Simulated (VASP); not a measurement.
# Ga3Se (Pm-3m) in VASP: notebook

Ga3Se is run at these levels: PBE; tasks: single point, relaxation of cell and atoms.

All numbers are computed with VASP 6.6.1; they aren't measurements. Logs are shortened: lines on timing, memory, paths and dates and some standing lists are left out, and cuts for length are marked.

## Step 1: The cell of the first run

It takes space group Pm-3m (No. 221, cubic). The conventional cell has a = 4.411 Å, b = 4.411 Å, c = 4.411 Å, α = 90.00°, β = 90.00°, γ = 90.00°. Se (site symmetry m-3m) has 12 Ga at 3.12 Å within 4.1 Å. Within 4.1 Å of Ga (site symmetry 4/mmm) lie 4 Se at 3.12 Å and 8 Ga at 3.12 Å.

## Step 2: Single point, PBE

Input file INCAR:

```
ALGO = Normal ; EDIFF = 1E-6
ENCUT = 520 ; GGA = PE
ISIF = 2 ; ISMEAR = -1
LASPH = T ; LCHARG = F
LREAL = F ; LWAVE = F
NBANDS = 30 ; NELM = 80
PREC = Accurate ; SIGMA = 0.05
```

Input file KPOINTS:

```
k-points
0
Gamma
  6 6 6
```

Input file POSCAR:

```
Ga3Se
1.0
    4.4105409629      0.0000000000      0.0000000000
    0.0000000000      4.4105409629      0.0000000000
    0.0000000000      0.0000000000      4.4105409629
Se Ga
1 3
Direct
    0.0000000000      0.0000000000      0.0000000000
    0.5000000000      0.5000000000      0.0000000000
    0.5000000000      0.0000000000      0.5000000000
    0.0000000000      0.5000000000      0.5000000000
```

Potentials or basis: VASP PAW PBE potentials, release 64 (Se, Ga_d).

Started as:

```console
$ cat potpaw_PBE.64/Se/POTCAR potpaw_PBE.64/Ga_d/POTCAR > POTCAR
$ mpirun -np 1 vasp_std > vasp.out
```

OUTCAR:

```text
EDIFF = 1E-6
   ENCUT = 520
   GGA = PE
   ISIF = 2
   ISMEAR = -1
   LASPH = T
   LREAL = F
   NELM = 80
   PREC = Accurate

 ion  position               nearest neighbor table
   1  0.000  0.000  0.000-
   2  0.500  0.500  0.000-
   3  0.500  0.000  0.500-
   4  0.000  0.500  0.500-

  LATTYP: Found a simple cubic cell.
 ALAT       =     4.4105409629

  Lattice vectors:

 A1 = (   4.4105409629,   0.0000000000,   0.0000000000)
 A2 = (   0.0000000000,   4.4105409629,   0.0000000000)
 A3 = (   0.0000000000,   0.0000000000,   4.4105409629)

Analysis of symmetry for initial positions (statically):
=====================================================================
 Subroutine PRICEL returns:
 Original cell was already a primitive cell.

 Routine SETGRP: Setting up the symmetry group for a
 simple cubic supercell.

 Subroutine GETGRP returns: Found 48 space group operations
 (whereof 48 operations were pure point group operations)
 out of a pool of 48 trial point group operations.

The static configuration has the point symmetry O_h .

Analysis of symmetry for dynamics (positions and initial velocities):
=====================================================================
 Subroutine PRICEL returns:
 Original cell was already a primitive cell.

 Routine SETGRP: Setting up the symmetry group for a
 simple cubic supercell.

 Subroutine GETGRP returns: Found 48 space group operations
 (whereof 48 operations were pure point group operations)
 out of a pool of 48 trial point group operations.

The dynamic configuration has the point symmetry O_h .

 Subroutine INISYM returns: Found 48 space group operations
 (whereof 48 operations are pure point group operations),
 and found     1 'primitive' translations

----------------------------------------------------------------------------------------

                                     Primitive cell

  volume of cell :      85.7977

  direct lattice vectors                    reciprocal lattice vectors
     4.410540963  0.000000000  0.000000000     0.226729557  0.000000000  0.000000000
     0.000000000  4.410540963  0.000000000     0.000000000  0.226729557  0.000000000
     0.000000000  0.000000000  4.410540963     0.000000000  0.000000000  0.226729557

  length of vectors
     4.410540963  4.410540963  4.410540963     0.226729557  0.226729557  0.226729557

  position of ions in fractional coordinates (direct lattice)
     0.000000000  0.000000000  0.000000000
     0.500000000  0.500000000  0.000000000
     0.500000000  0.000000000  0.500000000
     0.000000000  0.500000000  0.500000000

  ion indices of the primitive-cell ions
   primitive index   ion index
                 1           1
                 2           2
                 3           3
                 4           4

----------------------------------------------------------------------------------------

 KPOINTS: k-points

Automatic generation of k-mesh.
 Grid dimensions read from file:
 generate k-points for:    6    6    6

 Generating k-lattice:

  Cartesian coordinates                     Fractional coordinates (reciprocal lattice)
     0.037788260  0.000000000  0.000000000     0.166666667  0.000000000  0.000000000
     0.000000000  0.037788260  0.000000000     0.000000000  0.166666667  0.000000000
     0.000000000  0.000000000  0.037788260     0.000000000  0.000000000  0.166666667

  Length of vectors
     0.037788260  0.037788260  0.037788260

  Shift w.r.t. Gamma in fractional coordinates (k-lattice)
     0.000000000  0.000000000  0.000000000

 Subroutine IBZKPT returns following result:
 ===========================================

 Found     20 irreducible k-points:

 Following reciprocal coordinates:
            Coordinates               Weight
  0.000000  0.000000  0.000000      1.000000
  0.166667  0.000000  0.000000      6.000000
  0.333333  0.000000  0.000000      6.000000
  0.500000  0.000000  0.000000      3.000000
  0.166667  0.166667  0.000000     12.000000
  0.333333  0.166667  0.000000     24.000000
[... 12 lines left out ...]
  0.500000  0.500000  0.333333      6.000000
  0.500000  0.500000  0.500000      1.000000
   k-points           NKPTS =     20   k-points in BZ     NKDIM =     20   number of bands    NBANDS=     30
   number of dos      NEDOS =    301   number of ions     NIONS =      4
   total plane-waves  NPLWV =  46656
   dimension x,y,z NGX =    36 NGY =   36 NGZ =   36
   dimension x,y,z NGXF=    72 NGYF=   72 NGZF=   72
   ions per type =               1   3
   NGX,Y,Z   is equivalent  to a cutoff of  13.57, 13.57, 13.57 a.u.
   NGXF,Y,Z  is equivalent  to a cutoff of  27.14, 27.14, 27.14 a.u.
 SYSTEM =  unknown system
   PREC   = accura    normal or accurate (medium, high low for compatibility)
   ISTART =      0    job   : 0-new  1-cont  2-samecut
   ICHARG =      2    charge: 1-file 2-atom 10-const
   ISPIN  =      1    spin polarized calculation?
   LNONCOLLINEAR =      F non collinear calculations
   LSORBIT =      F    spin-orbit coupling
   LASPH  =      T    aspherical Exc in radial PAW
   ENCUT  =  520.0 eV  38.22 Ry    6.18 a.u.   8.20  8.20  8.20*2*pi/ulx,y,z
   NELM   =     80;   NELMIN=  2; NELMDL= -5     # of ELM steps
   EDIFF  = 0.1E-05   stopping-criterion for ELM
   LREAL  =      F    real-space projection
   EDIFFG = 0.1E-04   stopping-criterion for IOM
   NSW    =      0    number of steps for IOM
   IBRION =     -1    ionic relax: 0-MD 1-quasi-New 2-CG
   NFREE  =      0    steps in history (QN), initial steepest desc. (CG)
   ISIF   =      2    stress and relaxation
   ISYM   =      2    0-nonsym 1-usesym 2-fastsym
   POTIM  = 0.5000    time-step for ionic-motion
   TEBEG  =    0.0;   TEEND  =   0.0 temperature during run
   PSTRESS=    0.0 pullay stress
   NELECT =      45.0000    total number of electrons
   NUPDOWN=      -1.0000    fix difference up-down
   EMIN   =  10.00;   EMAX   =-10.00  energy-range for DOS
   EFERMI =   0.00;   METHOD = LEGACY
   ISMEAR =    -1;   SIGMA  =   0.05  broadening in eV -4-tet -1-fermi 0-gaus
   EFERMI_NEDOS =   21; number of points for ismear=-14 and -15
   IALGO  =     38    algorithm
   IMIX   =      4    mixing-type and parameters
     AMIX     =   0.40;   BMIX     =  1.00
     AMIX_MAG =   1.60;   BMIX_MAG =  1.00
  volume/ion in A,a.u.               =      21.45       144.75
  Fermi-wavevector in a.u.,A,eV,Ry     =   1.320243  2.494897 23.715513  1.743041
  Thomas-Fermi vector in A             =   2.450083
   LORBIT       =      0    0 simple, 1 ext, 2 COOP (PROOUT), +10 PAW based schemes
   GGA     = PE    functional components
   LHFCALC =     F    Hartree Fock is set to
   AEXX    =    0.0000 exact exchange contribution
   IVDW    =     0    specifies the selected vdW correction
   LEPSILON=     F    determine dielectric tensor
   LRPA    =     F    only Hartree local field effects (RPA)
 non-spin polarized calculation
  energy-cutoff  :      520.00
  volume of cell :       85.80
 maximum number of plane-waves:      2360
 NGX is ok and might be reduce to    36
   NGX = 17   NGY = 17   NGZ = 17

 number of electron      44.9999951 magnetization

 Free energy of the ion-electron system (eV)
  ---------------------------------------------------
  ext. energy  EPLUGINS =         0.00000000
  ---------------------------------------------------
  free energy    TOTEN  =       -12.42520267 eV

  energy without entropy =      -12.41485052  energy(sigma->0) =      -12.42002660

 E-fermi :   4.7629     XC(G=0): -10.3380

 val. band max:        4.7126055000   @ k =   0.5000   0.1667   0.0000
 cond. band min:       4.8891727525   @ k =   0.5000   0.3333   0.1667
 fundamental gap:      0.1765672525
 Fermi energy:         4.7628863145

 k-point     1 :       0.0000    0.0000    0.0000
  band No.  band energies     occupation
      1     -10.2925      2.00000
      2     -10.2678      2.00000
      3     -10.2678      2.00000
      4     -10.2678      2.00000
      5     -10.2145      2.00000
      6     -10.2145      2.00000
[... 22 lines left out ...]
     29      10.8048      0.00000
     30      11.9382      0.00000

 k-point     2 :       0.1667    0.0000    0.0000
  band No.  band energies     occupation
      1     -10.2748      2.00000
      2     -10.2646      2.00000
      3     -10.2538      2.00000
      4     -10.2538      2.00000
      5     -10.2124      2.00000
      6     -10.2044      2.00000
[... 22 lines left out ...]
     29      11.5760      0.00000
     30      12.1404      0.00000

 k-point     3 :       0.3333    0.0000    0.0000
  band No.  band energies     occupation
      1     -10.2577      2.00000
      2     -10.2325      2.00000
      3     -10.2159      2.00000
      4     -10.2159      2.00000
      5     -10.2062      2.00000
      6     -10.1794      2.00000
[... 22 lines left out ...]
     29      11.2339      0.00000
     30      11.7537      0.00000

 k-point     4 :       0.5000    0.0000    0.0000
  band No.  band energies     occupation
      1     -10.2539      2.00000
      2     -10.2134      2.00000
      3     -10.1850      2.00000
      4     -10.1808      2.00000
      5     -10.1808      2.00000
      6     -10.1607      2.00000
[... 22 lines left out ...]
     29       9.4205      0.00000
     30      11.0469      0.00000

 k-point     5 :       0.1667    0.1667    0.0000
  band No.  band energies     occupation
      1     -10.2624      2.00000
      2     -10.2559      2.00000
      3     -10.2455      2.00000
      4     -10.2414      2.00000
      5     -10.2065      2.00000
      6     -10.1969      2.00000
[... 22 lines left out ...]
     29      11.3830      0.00000
     30      11.9875      0.00000
[... 394 lines left out ...]
     29      11.7461      0.00000
     30      12.9044      0.00000

 k-point    18 :       0.5000    0.3333    0.3333
  band No.  band energies     occupation
      1     -10.3015      2.00000
      2     -10.2172      2.00000
      3     -10.2048      2.00000
      4     -10.1996      2.00000
      5     -10.1991      2.00000
      6     -10.1958      2.00000
[... 22 lines left out ...]
     29      12.0188      0.00000
     30      12.1612      0.00000

 k-point    19 :       0.5000    0.5000    0.3333
  band No.  band energies     occupation
      1     -10.3213      2.00000
      2     -10.2098      2.00000
      3     -10.2098      2.00000
      4     -10.2079      2.00000
      5     -10.1986      2.00000
      6     -10.1986      2.00000
[... 22 lines left out ...]
     29      12.1333      0.00000
     30      13.1456      0.00000

 k-point    20 :       0.5000    0.5000    0.5000
  band No.  band energies     occupation
      1     -10.3439      2.00000
      2     -10.2146      2.00000
      3     -10.2146      2.00000
      4     -10.2146      2.00000
      5     -10.2038      2.00000
      6     -10.2038      2.00000
[... 22 lines left out ...]
     29      13.4437      0.00000
     30      13.4437      0.00000

------------------------ aborting loop because EDIFF is reached ----------------------------------------

  FORCE on cell =-STRESS in cart. coord.  units (eV):
  Direction    XX          YY          ZZ          XY          YZ          ZX
  --------------------------------------------------------------------------------------
  -------------------------------------------------------------------------------------
  Total        0.0871651      0.0871651      0.0871651     -0.0000000      0.0000000     -0.0000000
  in kB        1.6277117      1.6277117      1.6277117     -0.0000000      0.0000000     -0.0000000
  external PRESSURE =       1.6277117 kB  Pullay stress =       0.0000000 kB

 VOLUME and BASIS-vectors are now :
 -----------------------------------------------------------------------------
  energy-cutoff  :      520.00
  volume of cell :       85.80
      direct lattice vectors                 reciprocal lattice vectors
     4.410540963  0.000000000  0.000000000     0.226729557  0.000000000  0.000000000
     0.000000000  4.410540963  0.000000000     0.000000000  0.226729557  0.000000000
     0.000000000  0.000000000  4.410540963     0.000000000  0.000000000  0.226729557

 POSITION                                       TOTAL-FORCE (eV/Angst)
 -----------------------------------------------------------------------------------
      0.00000      0.00000      0.00000         0.000000      0.000000      0.000000
      2.20527      2.20527      0.00000         0.000000      0.000000      0.000000
      2.20527      0.00000      2.20527         0.000000      0.000000      0.000000
      0.00000      2.20527      2.20527         0.000000      0.000000      0.000000
 -----------------------------------------------------------------------------------
    total drift:                                0.000000      0.000000      0.000000

  FREE ENERGIE OF THE ION-ELECTRON SYSTEM (eV)
  ---------------------------------------------------
  free  energy   TOTEN  =       -12.4252026694 eV

  energy  without entropy=      -12.4148505248  energy(sigma->0) =      -12.42002660
```

Run time: 22 s. Hardware: 1 thread of Intel Xeon 6975P-C (Granite Rapids), shared host; peak memory 0.22 GiB.

Results:

```yaml
Free_energy: -12.4252 eV
Pressure: 0.2 GPa
Band_gap_on_the_k_mesh: zero (an odd number of electrons rules out a gap without spin polarisation)
```

Levels at points of the mesh, in eV from the Fermi level:
| k point | band 21 | band 22 | band 23 | band 24 | band 25 | band 26 |
| --- | --- | --- | --- | --- | --- | --- |
| (0.00, 0.00, 0.00) | -2.82 | -2.82 | 1.62 | 1.62 | 1.62 | 4.45 |
| (0.50, 0.00, 0.00) | -2.12 | -1.06 | -0.28 | -0.28 | 1.16 | 4.06 |
| (0.50, 0.50, 0.00) | -0.79 | -0.68 | -0.68 | 1.39 | 1.66 | 1.66 |
| (0.50, 0.50, 0.50) | -4.94 | -4.94 | -3.55 | 4.03 | 4.03 | 4.03 |

## Step 3: Relaxation of cell and atoms, PBE

This run uses another cell than the first one, of 21.77 Å³/atom.

Input file INCAR:

```
PREC = Accurate
ENCUT = 600
EDIFF = 1E-7
ISMEAR = -1
SIGMA = 0.05
LREAL = False
LASPH = True
NELM = 100
ALGO = Normal
ISIF = 3
LWAVE = False
LCHARG = False
GGA = PE
IBRION = 2
NSW = 60
EDIFFG = -0.01
```

Input file KPOINTS:

```
Automatic mesh
0
Gamma
  6 6 6
```

Input file POSCAR:

```
Ga3Se
1.0
    4.4324650000      0.0000000000      0.0000000000
    0.0000000000      4.4324650000      0.0000000000
    0.0000000000      0.0000000000      4.4324650000
Se Ga
1 3
Direct
    0.0000000000      0.0000000000      0.0000000000
    0.5000000000      0.5000000000      0.0000000000
    0.5000000000      0.0000000000      0.5000000000
    0.0000000000      0.5000000000      0.5000000000
```

Potentials or basis: VASP PAW PBE potentials, release 64 (Se, Ga_d).

Started as:

```console
$ cat potpaw_PBE.64/Se/POTCAR potpaw_PBE.64/Ga_d/POTCAR > POTCAR
$ mpirun -np 1 vasp_std > vasp.out
```

Run time: 50 s. Hardware: 1 thread of Intel Xeon 6975P-C (Granite Rapids), shared host; peak memory 0.23 GiB.

Results (log left out):

- Free energy: -12.4252 eV
- Relaxed volume: 21.46 Å³/atom
- Relaxed cell: a = 4.411 Å, b = 4.411 Å, c = 4.411 Å, α = 90.00°, β = 90.00°, γ = 90.00°
- Space group after relaxing (to 0.1 Å): Pm-3m (No. 221)
- Energy gained by relaxing: 0.5 meV/atom
- Ionic steps: 3
- Pressure after relaxing: 0.0 GPa
- Band gap on the k mesh: zero (an odd number of electrons rules out a gap without spin polarisation)

The path:
```tsv
step	energy change (eV)	largest force (eV/Å)	pressure (GPa)	volume (Å³)
1	0.0000	0.0000	-0.55	87.08
2	-0.0020	0.0000	-0.14	86.15
3	-0.0021	0.0000	0.01	85.84
```

Final structure:
```yaml
crystal:
  lattice:
    - [4.41132, 0.00000, 0.00000]
    - [0.00000, 4.41132, 0.00000]
    - [0.00000, 0.00000, 4.41132]
  atoms:
    - { symbol: Se, position: [0.00000, 0.00000, 0.00000] }
    - { symbol: Ga, position: [0.50000, 0.50000, 0.00000] }
    - { symbol: Ga, position: [0.50000, 0.00000, 0.50000] }
    - { symbol: Ga, position: [0.00000, 0.50000, 0.50000] }
```

Levels at points of the mesh, in eV from the Fermi level:
```csv
k point,band 20,band 21,band 22,band 23,band 24,band 25,band 26,band 27
"(0.00, 0.00, 0.00)",-3.78,-2.82,-2.82,1.62,1.62,1.62,4.45,4.45
"(0.50, 0.00, 0.00)",-2.83,-2.12,-1.06,-0.28,-0.28,1.16,4.05,4.23
"(0.50, 0.50, 0.00)",-2.19,-0.79,-0.68,-0.68,1.39,1.66,1.66,1.86
"(0.50, 0.50, 0.50)",-4.94,-4.94,-4.94,-3.55,4.03,4.03,4.03,8.63
```

The gap in the log of VASP goes by the Fermi energy; the results here count the filled bands.